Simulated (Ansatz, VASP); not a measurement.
# Two plane-wave programs on BAs

```
CELL_PARAMETERS angstrom
0.00000 2.36594 2.36594
2.36594 0.00000 2.36594
2.36594 2.36594 0.00000
ATOMIC_POSITIONS crystal
B 0.00000 0.00000 0.00000
As 0.25000 0.25000 0.25000
```

Alike in both runs: task single point; functional LDA; k mesh 15 × 15 × 15; occupations fermi-dirac, width 0.05 eV; no spin polarisation.

```csv
,VASP,Ansatz
version,VASP 6.6.1,Ansatz 0.2.0
potentials or method,"VASP PAW LDA potentials, release 64 (B, As_d)","PAW with Ansatz's default frozen-core files, scalar-relativistic"
plane-wave cutoff (eV),560,420
valence electrons in the cell,18,18
```

VASP gave:

| Property | Result |
| --- | --- |
| pressure (GPa) | 1.1 |

Task: Estimate Ansatz's values.

Result: Pressure (GPa): 0.0.

LDA's correlation is that of Perdew and Zunger in VASP and of Perdew and Wang (1992) in Ansatz.
